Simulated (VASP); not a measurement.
Wanted: the native input for a VASP 6.6.1 run.

```
Task                   : relaxation of cell and atoms
Functional             : r2SCAN
Potentials or basis    : VASP PAW PBE potentials, release 64 (Pt)
Cutoff                 : 600 eV
k mesh                 : 14 × 14 × 7
Occupations            : methfessel-paxton, width 0.1 eV
Spin                   : no spin polarisation
Target pressure        : 2 GPa
Dipole correction      : no
Further INCAR settings : ALGO = Normal; EDIFF = 1e-06; IBRION = 2; EDIFFG = -0.01; NSW = 80; ISIF = 3
```

Pt:

```
Pt
1.0
     2.76067    0.00000    0.00000
    -1.38033    2.39081    0.00000
     0.00000    0.00000    4.79213
Pt
2
Direct
  0.66667 0.33333 0.75000
  0.33333 0.66667 0.25000
```

The input as run:

POSCAR

```
Pt
1.0
    2.7606660000      0.0000000000      0.0000000000
   -1.3803330000      2.3908070000      0.0000000000
    0.0000000000      0.0000000000      4.7921340000
Pt
2
Direct
    0.6666666667      0.3333333333      0.7500000000
    0.3333333333      0.6666666667      0.2500000000
```

INCAR.step1

```
SYSTEM = Pt
  PREC = Accurate
  ENCUT = 600
  ISMEAR = 1
  SIGMA = 0.1
  LREAL = .False.
  LASPH = .True.
  NELM = 100
  GGA = PE
  ALGO = Normal
  EDIFF = 1E-4
  LWAVE = .True.
  LCHARG = .False.
```

INCAR.step2

```
SYSTEM = Pt
  PREC = Accurate
  ENCUT = 600
  EDIFF = 1E-6
  ISMEAR = 1
  SIGMA = 0.1
  LREAL = .False.
  LASPH = .True.
  NELM = 100
  ALGO = Normal
  ISIF = 3
  LWAVE = .False.
  LCHARG = .False.
  METAGGA = R2SCAN
  LMIXTAU = .True.
  IBRION = 2
  NSW = 80
  EDIFFG = -0.01
  PSTRESS = 20.0
  ISTART = 1
```

KPOINTS

```
regular mesh
0
Gamma
  14 14 7
  0 0 0
```

Potentials or basis: VASP PAW PBE potentials, release 64 (Pt).

Run with:

```bash
$ cat potpaw_PBE.64/Pt/POTCAR > POTCAR
$ cp INCAR.step1 INCAR
$ mpirun -np 1 vasp_std > vasp.out
$ cp INCAR.step2 INCAR
$ mpirun -np 1 vasp_std > vasp.out
```

Results of the run:

The relaxed volume is 15.32 Å³/atom, the relaxed cell is a = 2.731 Å, b = 2.731 Å, c = 4.744 Å, α = 90.00°, β = 90.00°, γ = 120.00° and the space group after relaxing (to 0.05 Å) is P6_3/mmc (No. 194). The energy change on relaxing (the enthalpy is what falls) is -6.7 meV/atom. The ionic steps are 9 and the pressure after relaxing is 2.0 GPa. The band gap on the k mesh is zero (band 10 reaches 11.23 eV, above the bottom of band 11 at 9.84 eV).

Caveat: the cell is relaxed towards a set pressure, so the enthalpy falls and the energy may rise; the PAW data sets were made with another functional, which shifts forces and pressure a little; spin-orbit coupling is left out, which moves the levels of the heavy elements.

Run time: 11 min on 1 thread of AMD EPYC 9R45 96-Core Processor (Zen 5), with other jobs on the host, peak memory 0.18 GiB.
